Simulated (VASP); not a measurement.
A run of VASP 6.6.1 is set up as follows.

INCAR

```
PREC = Accurate
ENCUT = 600
EDIFF = 1E-6
ISMEAR = 0
SIGMA = 0.1
LREAL = F
LASPH = T
NELM = 60
ALGO = Normal
ISIF = 3
LWAVE = F
LCHARG = F
GGA = PE
IBRION = 2
NSW = 100
EDIFFG = -0.01
```

The input KPOINTS:

```
Automatic mesh
0
Gamma
  24 24 12
```

The input POSCAR:

```
C
1.0
    2.4664965449      0.0000000000      0.0000000000
   -1.2332482724      2.1360486662      0.0000000000
    0.0000000000      0.0000000000      4.4289214344
C
2
Direct
    0.6666666667      0.3333333333      0.5000000000
    0.3333333333      0.6666666667      0.5000000000
```

Potentials or basis: VASP PAW PBE potentials, release 64 (C).

Run with:

```console
$ cat potpaw_PBE.64/C/POTCAR > POTCAR
$ mpirun -np 1 vasp_std > vasp.out
```

**Question.** Predict the space group after relaxing (to 0.1 Å).

**Answer.** P6/mmm (No. 191).

**Question.** Estimate the relaxed cell.

**Answer.** a = 2.467 Å, b = 2.467 Å, c = 4.149 Å, α = 90.00°, β = 90.00°, γ = 120.00°.

**Question.** Estimate the band gap on the k mesh.

**Answer.** Zero (bands 4 and 5 overlap by 0.32 eV).

The path:
```
step  energy change (eV)  largest force (eV/Å)  pressure (GPa)  volume (Å³)
   1              0.0000                0.0000            0.02        23.33
   2              0.0000                0.0000           -0.27        23.34
   3              0.0000                0.0000           -0.18        23.34
   4              0.0000                0.0000           -0.19        23.33
   5             -0.0001                0.0000           -0.21        23.30
   6             -0.0001                0.0000           -0.27        23.24
   7             -0.0003                0.0000           -0.47        23.12
   8             -0.0005                0.0000           -0.80        22.87
   9             -0.0005                0.0000           -1.47        22.39
  10             -0.0005                0.0000           -1.14        22.64
  11             -0.0005                0.0000           -1.11        22.64
  12             -0.0005                0.0000           -1.10        22.63
  13             -0.0006                0.0000           -1.07        22.60
  14             -0.0006                0.0000           -1.02        22.56
  15             -0.0008                0.0000           -0.92        22.47
  16             -0.0010                0.0000           -0.84        22.28
  17             -0.0012                0.0000           -0.53        21.92
  18             -0.0012                0.0000           -0.44        21.85
  19             -0.0012                0.0000           -0.56        21.88
  20             -0.0012                0.0000           -0.50        21.86
  21             -0.0013                0.0000           -0.45        21.89
  22             -0.0013                0.0000           -0.39        21.89
  23             -0.0013                0.0000           -0.38        21.90
  24             -0.0013                0.0000           -0.35        21.91
  25             -0.0013                0.0000           -0.29        21.93
  26             -0.0013                0.0000           -0.19        21.91
  27             -0.0013                0.0000           -0.13        21.90
  28             -0.0013                0.0000            0.01        21.86
```

Caveat: this functional lacks dispersion, which binds the layers, so the pressure and a relaxed spacing across them are unreliable.
